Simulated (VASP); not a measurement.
# AlN (P6_3mc) in VASP: notebook, part 2 of 2

VASP 6.6.1. Earlier steps stand in the parts before.

## Step 3: Vibrations by perturbation theory, PBE

This run uses another cell than the first one, of 10.24 Å³/atom, 1.030 times its volume.

INCAR

```
ALGO = Normal ; EDIFF = 1E-8
ENCUT = 520 ; GGA = PE
IBRION = 8 ; ISIF = 2
ISMEAR = 0 ; LASPH = T
LCHARG = F ; LEPSILON = T
LREAL = F ; LWAVE = F
NBANDS = 16 ; NELM = 80
NSW = 1 ; PREC = Accurate
SIGMA = 0.01
```

KPOINTS

```
k-points
0
Gamma
  12 12 6
```

POSCAR

```
AlN
1.0
    3.0930163755      0.0000000000      0.0000000000
   -1.5465081878      2.6786307555      0.0000000000
    0.0000000000      0.0000000000      4.9453226354
Al N
2 2
Direct
    0.3333333333      0.6666666667      0.0013559258
    0.6666666667      0.3333333333      0.5013559258
    0.3333333333      0.6666666667      0.3836440742
    0.6666666667      0.3333333333      0.8836440742
```

Potentials or basis: VASP PAW PBE potentials, release 64 (Al, N).

Run with:

```sh
$ cat potpaw_PBE.64/Al/POTCAR potpaw_PBE.64/N/POTCAR > POTCAR
$ mpirun -np 1 vasp_std > vasp.out
```

OUTCAR:

```text
EDIFF = 1E-8
   ENCUT = 520
   GGA = PE
   IBRION = 8
   ISIF = 2
   ISMEAR = 0
   LASPH = T
   LEPSILON = T
   LREAL = F
   NELM = 80
   NSW = 1
   PREC = Accurate

 ion  position               nearest neighbor table
   1  0.333  0.667  0.001-   4 1.88   4 1.88   4 1.88   3 1.89   2 3.05   2 3.05   2 3.05   2 3.05
                             2 3.05   2 3.05
   2  0.667  0.333  0.501-   3 1.88   3 1.88   3 1.88   4 1.89   1 3.05   1 3.05   1 3.05   1 3.05
                             1 3.05   1 3.05
   3  0.333  0.667  0.384-   2 1.88   2 1.88   2 1.88   1 1.89
   4  0.667  0.333  0.884-   1 1.88   1 1.88   1 1.88   2 1.89

  LATTYP: Found a hexagonal cell.
 ALAT       =     3.0930163755
 C/A-ratio  =     1.5988672658

  Lattice vectors:

 A1 = (   3.0930163755,   0.0000000000,   0.0000000000)
 A2 = (  -1.5465081878,   2.6786307555,   0.0000000000)
 A3 = (   0.0000000000,   0.0000000000,   4.9453226354)

Analysis of symmetry for initial positions (statically):
=====================================================================
 Subroutine PRICEL returns:
 Original cell was already a primitive cell.

 Routine SETGRP: Setting up the symmetry group for a
 hexagonal supercell.

 Subroutine GETGRP returns: Found 12 space group operations
 (whereof  6 operations were pure point group operations)
 out of a pool of 24 trial point group operations.

The static configuration has the point symmetry C_3v.
 The point group associated with its full space group is C_6v.

Analysis of symmetry for dynamics (positions and initial velocities):
=====================================================================
 Subroutine PRICEL returns:
 Original cell was already a primitive cell.

 Routine SETGRP: Setting up the symmetry group for a
 hexagonal supercell.

 Subroutine GETGRP returns: Found 12 space group operations
 (whereof  6 operations were pure point group operations)
 out of a pool of 24 trial point group operations.

The dynamic configuration has the point symmetry C_3v.
 The point group associated with its full space group is C_6v.

 Subroutine INISYM returns: Found 12 space group operations
 (whereof  6 operations are pure point group operations),
 and found     1 'primitive' translations

----------------------------------------------------------------------------------------

                                     Primitive cell

[... 696 lines left out ...]
 ------------------------------------------------------
           4.396125    -0.000000    -0.000000
          -0.000000     4.396125     0.000000
           0.000000     0.000000     4.621531
 ------------------------------------------------------

 PIEZOELECTRIC TENSOR (including local field effects)  for field in x, y, z        (e  Angst)
          XX          YY          ZZ          XY          YZ          ZX
  --------------------------------------------------------------------------------
  x     0.00000    -0.00000     0.00000    -0.00000    -0.00000     0.85142
  y    -0.00000     0.00000    -0.00000     0.00000     0.85142    -0.00000
  z     0.65236     0.65236    -0.97043    -0.00000     0.00000     0.00000

 PIEZOELECTRIC TENSOR (including local field effects)  for field in x, y, z        (C/m^2)
          XX          YY          ZZ          XY          YZ          ZX
  --------------------------------------------------------------------------------
  x     0.00000    -0.00000     0.00000    -0.00000    -0.00000     0.33294
  y    -0.00000     0.00000    -0.00000     0.00000     0.33294    -0.00000
  z     0.25510     0.25510    -0.37948    -0.00000     0.00000     0.00000

 BORN EFFECTIVE CHARGES (including local field effects) (in |e|, cummulative output)
 ---------------------------------------------------------------------------------
 ion    1
    1     2.51002    -0.00000     0.00000
    2    -0.00000     2.51002     0.00000
    3    -0.00000     0.00000     2.67498
 ion    2
    1     2.51002    -0.00000    -0.00000
    2    -0.00000     2.51002    -0.00000
    3     0.00000     0.00000     2.67498
 ion    3
    1    -2.51002     0.00000     0.00000
    2     0.00000    -2.51002     0.00000
    3     0.00000     0.00000    -2.67498
 ion    4
    1    -2.51002     0.00000    -0.00000
    2     0.00000    -2.51002     0.00000
    3    -0.00000     0.00000    -2.67498

 INTERNAL STRAIN TENSOR FOR ION    4 for displacements in x,y,z  (eV/Angst):
          X           Y           Z          XY          YZ          ZX
  --------------------------------------------------------------------------------
  x    -0.00000     0.00000     0.00000    11.69536    -0.00000     5.89649
  y    11.69536   -11.69536     0.00000     0.00000     5.93222    -0.00000
  z     6.19038     6.19038   -13.70382    -0.00000    -0.00000     0.00000

 SECOND DERIVATIVES (NOT SYMMETRIZED)
 ------------------------------------
               1X          1Y          1Z          2X          2Y          2Z          3X          3Y          3Z          4X          4Y          4Z
  1X   -16.682281    0.000000    0.000000    0.698892   -0.000000    0.000000    1.414734   -0.000000    0.000000   14.568656   -0.000000    0.000000
  1Y     0.000000  -16.682281    0.000000   -0.000000    0.698892    0.000000   -0.000000    1.414734    0.000000   -0.000000   14.568656    0.000000
  1Z     0.000000    0.000000  -21.955980    0.000000    0.000000    8.633941   -0.000000    0.000000    7.120963    0.000000    0.000000    6.201076
  2X     0.698892   -0.000000    0.000000  -16.682281    0.000000    0.000000   14.568656   -0.000000   -0.000000    1.414734   -0.000000   -0.000000
  2Y    -0.000000    0.698892    0.000000    0.000000  -16.682281   -0.000000   -0.000000   14.568656   -0.000000   -0.000000    1.414734    0.000000
  2Z     0.000000   -0.000000    8.633941   -0.000000    0.000000  -21.955980    0.000000   -0.000000    6.201076    0.000000    0.000000    7.120963
  3X     1.412525   -0.000000    0.000000   14.565669   -0.000000    0.000000  -16.754025    0.000000    0.000000    0.775830   -0.000000    0.000000
  3Y    -0.000000    1.412525    0.000000   -0.000000   14.565669    0.000000    0.000000  -16.754025    0.000000   -0.000000    0.775830   -0.000000
  3Z     0.000000    0.000000    7.093660    0.000000    0.000000    6.225214    0.000000   -0.000000  -20.661650   -0.000000    0.000000    7.342776
  4X    14.565669   -0.000000   -0.000000    1.412525   -0.000000    0.000000    0.775830   -0.000000    0.000000  -16.754025    0.000000   -0.000000
  4Y    -0.000000   14.565669    0.000000   -0.000000    1.412525    0.000000   -0.000000    0.775830    0.000000    0.000000  -16.754025    0.000000
  4Z     0.000000    0.000000    6.225214    0.000000   -0.000000    7.093660    0.000000   -0.000000    7.342776   -0.000000    0.000000  -20.661650

 Eigenvectors and eigenvalues of the dynamical matrix
 ----------------------------------------------------

   1 f  =   22.123245 THz   139.004448 2PiTHz  737.952021 cm-1    91.494349 meV
             X         Y         Z           dx          dy          dz
     -0.000000  1.785754  0.006705    -0.000000    0.000000    0.037389
      1.546508  0.892877  2.479367    -0.000000    0.000000   -0.037389
     -0.000000  1.785754  1.897244     0.000000   -0.000000   -0.706118
      1.546508  0.892877  4.369905     0.000000   -0.000000    0.706118
[... 71 lines left out ...]
  12 f/i=    0.001587 THz     0.009970 2PiTHz    0.052931 cm-1     0.006563 meV
             X         Y         Z           dx          dy          dz
     -0.000000  1.785754  0.006705    -0.081372    0.567911    0.000000
      1.546508  0.892877  2.479367    -0.081372    0.567911    0.000000
     -0.000000  1.785754  1.897244    -0.058627    0.409168    0.000000
      1.546508  0.892877  4.369905    -0.058627    0.409168    0.000000

--------------------------------------------------------------------------------------------------------

 MACROSCOPIC STATIC DIELECTRIC TENSOR IONIC CONTRIBUTION
 ------------------------------------------------------
           3.482280    -0.000000     0.000000
          -0.000000     3.482280     0.000000
           0.000000     0.000000     4.744919
 ------------------------------------------------------

 ELASTIC MODULI CONTR FROM IONIC RELAXATION (kBar)
 Direction    XX          YY          ZZ          XY          YZ          ZX
 --------------------------------------------------------------------------------
 XX        -842.6832    391.5554    499.2769      0.0000     -0.0000     -0.0000
 YY         391.5554   -842.6832    499.2769      0.0000     -0.0000      0.0000
 ZZ         499.2769    499.2769  -1105.1302     -0.0000      0.0000      0.0000
 XY           0.0000      0.0000     -0.0000   -617.1193     -0.0000     -0.0000
 YZ          -0.0000      0.0000      0.0000     -0.0000   -158.3602      0.0000
 ZX          -0.0000      0.0000      0.0000      0.0000      0.0000   -167.1215
 --------------------------------------------------------------------------------

 PIEZOELECTRIC TENSOR IONIC CONTR  for field in x, y, z        (C/m^2)
          XX          YY          ZZ          XY          YZ          ZX
  --------------------------------------------------------------------------------
  x    -0.00000     0.00000     0.00000     0.00000     0.00000    -0.71783
  y     0.00000    -0.00000     0.00000    -0.00000    -0.69876     0.00000
  z    -0.97347    -0.97347     2.15473     0.00000    -0.00000    -0.00000
```

It took 7.4 min on 1 thread of Intel Xeon 6975P-C (Granite Rapids), shared host; peak memory 0.66 GiB.

Results:

| Item | Value |
| --- | --- |
| Electronic dielectric tensor (diagonal) | 4.40, 4.40, 4.62 |
| Born charges (mean of the diagonal) | Al +2.57; N -2.57 e |
| Highest phonon frequency at Γ, LO-TO splitting left out | 738 cm⁻¹ |

Phonon frequencies in cm⁻¹ (negative: imaginary):
```csv
q point,frequencies
"(0.000, 0.000, 0.000)",0 0 0 237 237 555 627 678 678 687 687 738
```

Electronic dielectric tensor:
```
4.40 0.00 0.00
0.00 4.40 0.00
0.00 0.00 4.62
```

Born effective charge tensors (e):
atom 1, Al
```
2.51 0.00 0.00
0.00 2.51 0.00
0.00 0.00 2.67
```
atom 2, Al
```
2.51 0.00 0.00
0.00 2.51 0.00
0.00 0.00 2.67
```
atom 3, N
```
-2.51  0.00  0.00
 0.00 -2.51  0.00
 0.00  0.00 -2.67
```
atom 4, N
```
-2.51  0.00  0.00
 0.00 -2.51  0.00
 0.00  0.00 -2.67
```

Caveat: the cell wasn't relaxed at this level first, which shifts response properties.
